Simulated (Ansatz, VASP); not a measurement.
# CsAg2 in VASP and in Ansatz

INCAR

```
  PREC = Accurate
  ENCUT = 520
  EDIFF = 1E-6
  ISMEAR = 0
  SIGMA = 0.1
  LREAL = False
  LASPH = True
  NELM = 60
  ALGO = Normal
  ISIF = 2
  LWAVE = False
  LCHARG = False
  GGA = PE
  NBANDS = 22
```

KPOINTS

```
Automatic mesh
0
Gamma
  6 6 4
```

Contents of POSCAR:

```
CsAg2
1.0
    4.8502327000      0.0000000000      0.0000000000
   -2.4251164000      4.2004248000      0.0000000000
    0.0000000000      0.0000000000      5.4618488000
Cs Ag
1 2
Direct
    0.0000000000      0.0000000000      0.5000000000
    0.3333333000      0.6666667000      0.0000000000
    0.6666667000      0.3333333000      0.0000000000
```

Input for Ansatz:

```yaml
crystal:
  lattice:
    - [4.8502327, 0.0, 0.0]
    - [-2.4251164, 4.2004248, 0.0]
    - [0.0, 0.0, 5.4618488]
  atoms:
    - { symbol: Cs, position: [0.0, 0.0, 0.5] }
    - { symbol: Ag, position: [0.3333333, 0.6666667, 0.0] }
    - { symbol: Ag, position: [0.6666667, 0.3333333, 0.0] }
basis:
  ecutwfc: 420
kpoints:
  mp_grid: { grid: [6, 6, 4] }
hamiltonian:
  xc: pbe
scf:
  occupations: { method: gaussian, width: 0.1 }
  lower_state_search: "off"
output:
  forces: true
  stress: true
  eigenvalues: true
```

Alike in both runs: task single point; functional PBE; k mesh 6 × 6 × 4; occupations gaussian, width 0.1 eV; no spin polarisation.

```csv
,VASP,Ansatz
version,VASP 6.6.1,Ansatz 0.2.0
potentials or method,"VASP PAW PBE potentials, release 64 (Cs_sv, Ag), cutoff 520 eV","scalar-relativistic, plane waves, PAW"
valence electrons in the cell,31,47
```

```tsv
	VASP	Ansatz	Ansatz less VASP
gap on the k mesh at the Fermi level (eV)	none	none	-
pressure (GPa)	0.0	0.0	0.00
traceless stress, the component that is largest in VASP (GPa)	-0.07	-0.07	+0.002
```

A gap of «none» marks a metal or a gap that the smearing closes. VASP's potentials hold 31 valence electrons a cell and Ansatz's 47, so a difference there can come from the potentials and not from the codes.

Neither program's run includes spin-orbit coupling.
